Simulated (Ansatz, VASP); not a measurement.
# PbSe in VASP and in Ansatz

```xyz
2
Lattice="0.0000 3.0606 3.0606 3.0606 0.0000 3.0606 3.0606 3.0606 0.0000" Properties=species:S:1:pos:R:3 pbc="T T T"
Pb    0.0000    0.0000    0.0000
Se    3.0606    3.0606    3.0606
```

Alike in both runs: task single point; functional PBE; k mesh 6 × 6 × 6; occupations fermi-dirac, width 0.05 eV; no spin polarisation.

```csv
,VASP,Ansatz
version,VASP 6.6.1,Ansatz 0.2.0
potentials or method,"VASP PAW PBE potentials, release 64 (Pb_d, Se), cutoff 520 eV",all-electron PAW datasets made for the crystal
```

Ansatz gave:

```
gap on the k mesh at the Fermi level (eV) : 0.29
least direct gap on the mesh (eV)         : 0.29
pressure (GPa)                            : 2.4
```

Q: Which values does VASP return?

A: gap on the k mesh at the Fermi level (eV): 0.29; least direct gap on the mesh (eV): 0.29; pressure (GPa): 2.3.

Ansatz ran all-electron here, and VASP with PAW potentials.

Neither program's run includes spin-orbit coupling.
